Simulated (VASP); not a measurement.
# Ru (P6_3/mmc) in VASP: further runs

Runs on Ru. Level: r2SCAN. Tasks: single point.

All numbers are computed with VASP 6.6.1; they aren't measurements. Logs are shortened: lines on timing, memory, paths and dates and some standing lists are left out, and cuts for length are marked.

### 1 The cell of the first run

The structure is hexagonal, space group P6_3/mmc (No. 194). The conventional cell has a = 2.706 Å, b = 2.706 Å, c = 4.255 Å, α = 90.00°, β = 90.00°, γ = 120.00°. Ru (site symmetry -6m2) has 12 Ru at 2.64 to 2.71 Å within 3.5 Å.

### 2 Single point, r2SCAN, non-collinear spin, typed start, spin-orbit coupling

POSCAR reads:

```
Ru
1.0
    2.7061557011      0.0000000000      0.0000000000
   -1.3530778505      2.3435995838      0.0000000000
    0.0000000000      0.0000000000      4.2551733733
Ru
2
Direct
    0.3333333333      0.6666666667      0.2500000000
    0.6666666667      0.3333333333      0.7500000000
```

INCAR.step1 reads:

```
SYSTEM = Ru
  PREC = Accurate
  ENCUT = 520
  ISMEAR = -1
  SIGMA = 0.05
  LREAL = .False.
  LASPH = .True.
  NELM = 150
  LNONCOLLINEAR = .True.
  MAGMOM = 0 0 1 0 0 1
  LSORBIT = .True.
  GGA_COMPAT = .False.
  LMAXMIX = 4
  NBANDS = 40
  GGA = PE
  ALGO = Normal
  EDIFF = 1E-4
  LWAVE = .True.
  LCHARG = .False.
```

INCAR.step2 reads:

```
SYSTEM = Ru
  PREC = Accurate
  ENCUT = 520
  EDIFF = 1E-6
  ISMEAR = -1
  SIGMA = 0.05
  LREAL = .False.
  LASPH = .True.
  NELM = 150
  ALGO = Normal
  ISIF = 2
  LWAVE = .False.
  LCHARG = .True.
  LNONCOLLINEAR = .True.
  MAGMOM = 0 0 1 0 0 1
  LORBIT = 11
  LSORBIT = .True.
  GGA_COMPAT = .False.
  LORBMOM = .True.
  LMAXMIX = 4
  METAGGA = R2SCAN
  LMIXTAU = .True.
  LVHAR = .True.
  NBANDS = 40
  ISTART = 1
```

KPOINTS reads:

```
regular mesh
0
Gamma
  13 13 8
  0 0 0
```

Potentials or basis: VASP PAW PBE potentials, release 64 (Ru_pv).

The run is started by

```console
$ cat potpaw_PBE.64/Ru_pv/POTCAR > POTCAR
$ cp INCAR.step1 INCAR
$ mpirun -np 1 vasp_ncl > vasp.out
$ cp INCAR.step2 INCAR
$ mpirun -np 1 vasp_ncl > vasp.out
```

OUTCAR:

```text
SYSTEM = Ru
   PREC = Accurate
   ENCUT = 520
   EDIFF = 1E-6
   ISMEAR = -1
   LREAL = .False.
   LASPH = .True.
   NELM = 150
   ISIF = 2
   LNONCOLLINEAR = .True.
   LORBIT = 11
   LSORBIT = .True.
   METAGGA = R2SCAN
   ISTART = 1

 ion  position               nearest neighbor table
   1  0.333  0.667  0.250-   2 2.64   2 2.64   2 2.64   2 2.64   2 2.64   2 2.64
   2  0.667  0.333  0.750-   1 2.64   1 2.64   1 2.64   1 2.64   1 2.64   1 2.64

  LATTYP: Found a hexagonal cell.
 ALAT       =     2.7061557011
 C/A-ratio  =     1.5724052284

  Lattice vectors:

 A1 = (   2.7061557011,   0.0000000000,   0.0000000000)
 A2 = (  -1.3530778505,   2.3435995838,   0.0000000000)
 A3 = (   0.0000000000,   0.0000000000,   4.2551733733)

Analysis of symmetry for initial positions (statically):
=====================================================================
 Subroutine PRICEL returns:
 Original cell was already a primitive cell.

 Routine SETGRP: Setting up the symmetry group for a
 hexagonal supercell.

 Subroutine GETGRP returns: Found 24 space group operations
 (whereof 12 operations were pure point group operations)
 out of a pool of 24 trial point group operations.

The static configuration has the point symmetry D_3d.
 The point group associated with its full space group is D_6h.

Analysis of symmetry for dynamics (positions and initial velocities):
=====================================================================
 Subroutine PRICEL returns:
 Original cell was already a primitive cell.

 Routine SETGRP: Setting up the symmetry group for a
 hexagonal supercell.

 Subroutine GETGRP returns: Found 24 space group operations
 (whereof 12 operations were pure point group operations)
 out of a pool of 24 trial point group operations.

The dynamic configuration has the point symmetry D_3d.
 The point group associated with its full space group is D_6h.

Analysis of structural, dynamic, and magnetic symmetry:
=====================================================================
 Subroutine PRICEL returns:
 Original cell was already a primitive cell.

 Routine SETGRP: Setting up the symmetry group for a
 hexagonal supercell.

 Subroutine GETGRP returns: Found 12 space group operations
 (whereof  6 operations were pure point group operations)
 out of a pool of 24 trial point group operations.

The overall configuration has the point symmetry S_6 .
 The point group associated with its full space group is C_6h.

 Subroutine INISYM returns: Found 12 space group operations
 (whereof  6 operations are pure point group operations),
 and found     1 'primitive' translations

----------------------------------------------------------------------------------------

                                     Primitive cell

  volume of cell :      26.9869

  direct lattice vectors                    reciprocal lattice vectors
     2.706155701  0.000000000  0.000000000     0.369527888  0.213347025  0.000000000
    -1.353077851  2.343599584  0.000000000     0.000000000  0.426694051  0.000000000
     0.000000000  0.000000000  4.255173373     0.000000000  0.000000000  0.235008051

  length of vectors
     2.706155701  2.706155701  4.255173373     0.426694051  0.426694051  0.235008051

  position of ions in fractional coordinates (direct lattice)
     0.333333333  0.666666667  0.250000000
     0.666666667  0.333333333  0.750000000

  ion indices of the primitive-cell ions
   primitive index   ion index
                 1           1
                 2           2

----------------------------------------------------------------------------------------

 KPOINTS: regular mesh

Automatic generation of k-mesh.
 Grid dimensions read from file:
 generate k-points for:   13   13    8

 Generating k-lattice:

  Cartesian coordinates                     Fractional coordinates (reciprocal lattice)
     0.028425222  0.016411310  0.000000000     0.076923077  0.000000000  0.000000000
[... 100 lines left out ...]

 Free energy of the ion-electron system (eV)
  ---------------------------------------------------
  ext. energy  EPLUGINS =         0.00000000
  ---------------------------------------------------
  free energy    TOTEN  =       -51.11869996 eV

  energy without entropy =      -51.10658059  energy(sigma->0) =      -51.11264027

 E-fermi :  12.8938     XC(G=0): -15.4512

 val. band max:       12.8524599430   @ k =   0.0000   0.0000   0.3750
 cond. band min:      12.8944408082   @ k =   0.2308   0.0769   0.2500
 fundamental gap:      0.0419808651
 Fermi energy:        12.8938134605

 k-point     1 :       0.0000    0.0000    0.0000
  band No.  band energies     occupation
      1     -33.8626      1.00000
      2     -33.8626      1.00000
      3     -33.3124      1.00000
      4     -33.3124      1.00000
      5     -30.8242      1.00000
      6     -30.8242      1.00000
[... 1021 lines left out ...]
     39      21.2439      0.00000
     40      21.2439      0.00000

 [... further k-points ...]

------------------------ aborting loop because EDIFF is reached ----------------------------------------

  FORCE on cell =-STRESS in cart. coord.  units (eV):
  Direction    XX          YY          ZZ          XY          YZ          ZX
  --------------------------------------------------------------------------------------
  -------------------------------------------------------------------------------------
  Total        0.2884334      0.2884334      0.3264662     -0.0000001     -0.0000000      0.0000000
  in kB       17.1239010     17.1239010     19.3818583     -0.0000038     -0.0000000      0.0000000
  external PRESSURE =      17.8765534 kB  Pullay stress =       0.0000000 kB

 VOLUME and BASIS-vectors are now :
 -----------------------------------------------------------------------------
  energy-cutoff  :      520.00
  volume of cell :       26.99
      direct lattice vectors                 reciprocal lattice vectors
     2.706155701  0.000000000  0.000000000     0.369527888  0.213347025  0.000000000
    -1.353077851  2.343599584  0.000000000     0.000000000  0.426694051  0.000000000
     0.000000000  0.000000000  4.255173373     0.000000000  0.000000000  0.235008051

 POSITION                                       TOTAL-FORCE (eV/Angst)
 -----------------------------------------------------------------------------------
     -0.00000      1.56240      1.06379         0.000000     -0.000000      0.000000
      1.35308      0.78120      3.19138         0.000000      0.000000      0.000000
 -----------------------------------------------------------------------------------
    total drift:                               -0.000000      0.000000     -0.000000

  FREE ENERGIE OF THE ION-ELECTRON SYSTEM (eV)
  ---------------------------------------------------
  free  energy   TOTEN  =       -51.1186999598 eV

  energy  without entropy=      -51.1065805853  energy(sigma->0) =      -51.11264027

 orbital moment (x)

 # of ion     p       d       tot
 ----------------------------------------
  1        -0.000   0.000   0.000
  2        -0.000   0.000   0.000
 ----------------------------------------
           -0.000   0.000   0.000

 orbital moment (y)

 # of ion     p       d       tot
 ----------------------------------------
  1         0.000  -0.000  -0.000
  2         0.000  -0.000  -0.000
 ----------------------------------------
            0.000  -0.000  -0.000

 orbital moment (z)

 # of ion     p       d       tot
 ----------------------------------------
  1         0.000   0.000   0.000
  2         0.000   0.000   0.000
 ----------------------------------------
            0.000   0.000   0.000

 Spin-Orbit-Coupling matrix elements

 Ion:    1  E_soc:     -0.2566577
 l=   1
     0.0000000    -0.0353423    -0.0353519
    -0.0353423     0.0000000    -0.0353423
    -0.0353519    -0.0353423     0.0000000
 l=   2
     0.0000000    -0.0015349     0.0000000    -0.0015349    -0.0059913
    -0.0015349     0.0000000    -0.0042892    -0.0015832    -0.0015349
     0.0000000    -0.0042892     0.0000000    -0.0042892     0.0000000
    -0.0015349    -0.0015832    -0.0042892     0.0000000    -0.0015349
    -0.0059913    -0.0015349     0.0000000    -0.0015349     0.0000000
 l=   3
     0.0000000     0.0000000     0.0000000     0.0000000     0.0000000     0.0000000     0.0000000
     0.0000000     0.0000000     0.0000000     0.0000000     0.0000000     0.0000000     0.0000000
     0.0000000     0.0000000     0.0000000     0.0000000     0.0000000     0.0000000     0.0000000
     0.0000000     0.0000000     0.0000000     0.0000000     0.0000000     0.0000000     0.0000000
     0.0000000     0.0000000     0.0000000     0.0000000     0.0000000     0.0000000     0.0000000
     0.0000000     0.0000000     0.0000000     0.0000000     0.0000000     0.0000000     0.0000000
     0.0000000     0.0000000     0.0000000     0.0000000     0.0000000     0.0000000     0.0000000

 Ion:    2  E_soc:     -0.2566577
 l=   1
     0.0000000    -0.0353423    -0.0353519
    -0.0353423     0.0000000    -0.0353423
    -0.0353519    -0.0353423     0.0000000
 l=   2
     0.0000000    -0.0015349     0.0000000    -0.0015349    -0.0059913
    -0.0015349     0.0000000    -0.0042892    -0.0015832    -0.0015349
     0.0000000    -0.0042892     0.0000000    -0.0042892     0.0000000
    -0.0015349    -0.0015832    -0.0042892     0.0000000    -0.0015349
    -0.0059913    -0.0015349     0.0000000    -0.0015349     0.0000000
 l=   3
     0.0000000     0.0000000     0.0000000     0.0000000     0.0000000     0.0000000     0.0000000
     0.0000000     0.0000000     0.0000000     0.0000000     0.0000000     0.0000000     0.0000000
     0.0000000     0.0000000     0.0000000     0.0000000     0.0000000     0.0000000     0.0000000
     0.0000000     0.0000000     0.0000000     0.0000000     0.0000000     0.0000000     0.0000000
     0.0000000     0.0000000     0.0000000     0.0000000     0.0000000     0.0000000     0.0000000
     0.0000000     0.0000000     0.0000000     0.0000000     0.0000000     0.0000000     0.0000000
     0.0000000     0.0000000     0.0000000     0.0000000     0.0000000     0.0000000     0.0000000

 total charge

# of ion       s       p       d       tot
------------------------------------------
    1        0.411   6.323   5.959  12.692
    2        0.411   6.323   5.959  12.692
--------------------------------------------------
tot          0.822  12.645  11.918  25.385

 magnetization (x)

# of ion       s       p       d       tot
------------------------------------------
    1        0.000   0.000   0.000   0.000
    2        0.000   0.000   0.000   0.000
--------------------------------------------------
tot          0.000   0.000   0.000   0.000

 magnetization (y)

# of ion       s       p       d       tot
------------------------------------------
    1        0.000   0.000   0.000   0.000
    2        0.000  -0.000   0.000  -0.000
--------------------------------------------------
tot          0.000   0.000   0.000   0.000

 magnetization (z)

# of ion       s       p       d       tot
------------------------------------------
    1        0.000  -0.000   0.000   0.000
    2        0.000  -0.000   0.000   0.000
--------------------------------------------------
tot          0.000  -0.000   0.000   0.000
```

It took 34 min on 1 thread of Oxide Virtual Turin-like, shared host; peak memory 0.32 GiB.

What came out:

* Free energy: -51.1187 eV
* Pressure: 1.8 GPa
* Net moment: 0.00 μB per cell
* Valence electrons inside the program's atomic spheres: Ru 12.69

Stress tensor (GPa, compression positive):
```
1.71 0.00 0.00
0.00 1.71 0.00
0.00 0.00 1.94
```

Moments on the atoms (μB; x, y, z):
```
Ru  0.00 0.00 0.00
Ru  0.00 0.00 0.00
```

Caveat: the PAW data sets were made with another functional, which shifts forces and pressure a little.

### 3 Single point, r2SCAN, collinear spin, ferromagnetic start (15.11 Å³/atom)

This run uses another cell than the first one, of 15.11 Å³/atom.

POSCAR reads:

```
Ru
1.0
    2.8103395033      0.0000000000      0.0000000000
   -1.4051697516      2.4338254031      0.0000000000
    0.0000000000      0.0000000000      4.4189925286
Ru
2
Direct
    0.3333333333      0.6666666667      0.2500000000
    0.6666666667      0.3333333333      0.7500000000
```

INCAR.step1 reads:

```
SYSTEM = Ru
PREC = Accurate
ENCUT = 520
ISMEAR = -1
SIGMA = 0.05
LREAL = .FALSE.
LASPH = .TRUE.
NELM = 150
ISPIN = 2
MAGMOM = 1 1
LMAXMIX = 4
NBANDS = 25
GGA = PE
ALGO = Normal
EDIFF = 1E-4
LWAVE = .TRUE.
LCHARG = .FALSE.
```

INCAR.step2 reads:

```
SYSTEM = Ru
PREC = Accurate
ENCUT = 520
EDIFF = 1E-6
ISMEAR = -1
SIGMA = 0.05
LREAL = .FALSE.
LASPH = .TRUE.
NELM = 150
ALGO = Normal
ISIF = 2
LWAVE = .FALSE.
LCHARG = .FALSE.
ISPIN = 2
MAGMOM = 1 1
LORBIT = 11
LMAXMIX = 4
METAGGA = R2SCAN
LMIXTAU = .TRUE.
NBANDS = 25
ISTART = 1
```

KPOINTS reads:

```
Automatic mesh
0
G
  22 22 12
  0 0 0
```

Potentials or basis: VASP PAW PBE potentials, release 64 (Ru_pv).

The run is started by

```console
$ cat potpaw_PBE.64/Ru_pv/POTCAR > POTCAR
$ cp INCAR.step1 INCAR
$ mpirun -np 1 vasp_std > vasp.out
$ cp INCAR.step2 INCAR
$ mpirun -np 1 vasp_std > vasp.out
```

Run time: 48 min. Hardware: 1 thread of Oxide Virtual Turin-like, shared host; peak memory 0.43 GiB.

Results (log left out):

```
Free energy                                           : -50.5608 eV
Pressure                                              : -28.3 GPa
Band gap on the k mesh                                : zero (filled and empty bands overlap)
Net moment                                            : 0.00 μB per cell
Valence electrons inside the program's atomic spheres : Ru 12.47
```

Stress tensor (GPa, compression positive):
```
-27.93   0.00   0.00
  0.00 -27.93   0.00
  0.00   0.00 -29.05
```

Levels at points of the mesh, in eV from the Fermi level:
Spin up:
| k point | band 10 | band 11 | band 12 | band 13 | band 14 | band 15 | band 16 | band 17 | band 18 | band 19 |
| --- | --- | --- | --- | --- | --- | --- | --- | --- | --- | --- |
| (0.00, 0.00, 0.00) | -2.30 | -2.09 | -1.70 | -1.70 | -1.30 | -1.30 | 1.04 | 1.04 | 1.33 | 8.38 |
| (0.50, 0.00, 0.00) | -2.73 | -1.86 | -1.69 | -1.34 | 1.19 | 1.56 | 1.67 | 3.66 | 5.62 | 8.38 |
| (0.00, 0.00, 0.50) | -2.47 | -2.47 | -2.47 | -2.45 | -2.45 | 0.46 | 0.46 | 0.46 | 0.46 | 8.38 |
| (0.50, 0.00, 0.50) | -4.03 | -0.97 | -0.97 | 0.40 | 0.40 | 1.42 | 1.42 | 3.14 | 3.14 | 8.38 |
Spin down:
| k point | band 11 | band 12 | band 13 | band 14 | band 15 | band 16 | band 17 | band 18 |
| --- | --- | --- | --- | --- | --- | --- | --- | --- |
| (0.00, 0.00, 0.00) | -2.09 | -1.70 | -1.70 | -1.30 | -1.30 | 1.04 | 1.04 | 1.33 |
| (0.50, 0.00, 0.00) | -1.86 | -1.69 | -1.34 | 1.19 | 1.56 | 1.67 | 3.66 | 5.62 |
| (0.00, 0.00, 0.50) | -2.47 | -2.47 | -2.45 | -2.45 | 0.46 | 0.46 | 0.46 | 0.46 |
| (0.50, 0.00, 0.50) | -0.97 | -0.97 | 0.40 | 0.40 | 1.42 | 1.42 | 3.14 | 3.14 |

Caveat: the cell stands under tension; an empty level that is flat over the whole mesh can mark a ghost state of the potentials, or a narrow d or f band; the PAW data sets were made with another functional, which shifts forces and pressure a little.
